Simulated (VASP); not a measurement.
Input of a VASP 6.6.1 run:

INCAR

```
  ALGO = Normal
  EDIFF = 1E-6
  ENCUT = 520
  GGA = PE
  ISIF = 2
  ISMEAR = 0
  LASPH = True
  LCHARG = True
  LELF = True
  LREAL = False
  LVHAR = True
  LWAVE = False
  NBANDS = 26
  NELM = 80
  PREC = Accurate
  SIGMA = 0.1
```

The input KPOINTS:

```
k-points
0
Gamma
  10 10 6
```

Contents of POSCAR:

```
Li2TaO3
1.0
    3.7855010784      0.0000000000      0.0000000000
    0.0000000000      3.7855010784      0.0000000000
    0.0000000000      0.0000000000      7.6934637381
Li Ta O
2 1 3
Direct
    0.0000000000      0.0000000000      1.0023624993
    0.0000000000      0.0000000000      0.5408246599
    0.5000000000      0.5000000000      0.3583538677
    0.5000000000      0.5000000000      0.1238094908
    0.5000000000      0.0000000000      0.4351686112
    0.0000000000      0.5000000000      0.4351686112
```

Potentials or basis: VASP PAW PBE potentials, release 64 (Li_sv, Ta_pv, O).

Launch:

```console
$ cat potpaw_PBE.64/Li_sv/POTCAR potpaw_PBE.64/Ta_pv/POTCAR potpaw_PBE.64/O/POTCAR > POTCAR
$ mpirun -np 1 vasp_std > vasp.out
```

(1) Estimate the band gap on the k mesh.

(2) Estimate the largest force.

Results:

(1) zero (an odd number of electrons rules out a gap without spin polarisation).

(2) 0.291 eV/Å.

Caveat: spin-orbit coupling is left out, which moves the levels of the heavy elements; an odd number of electrons without spin polarisation forces a metal; a magnetic or distorted state may lie lower.
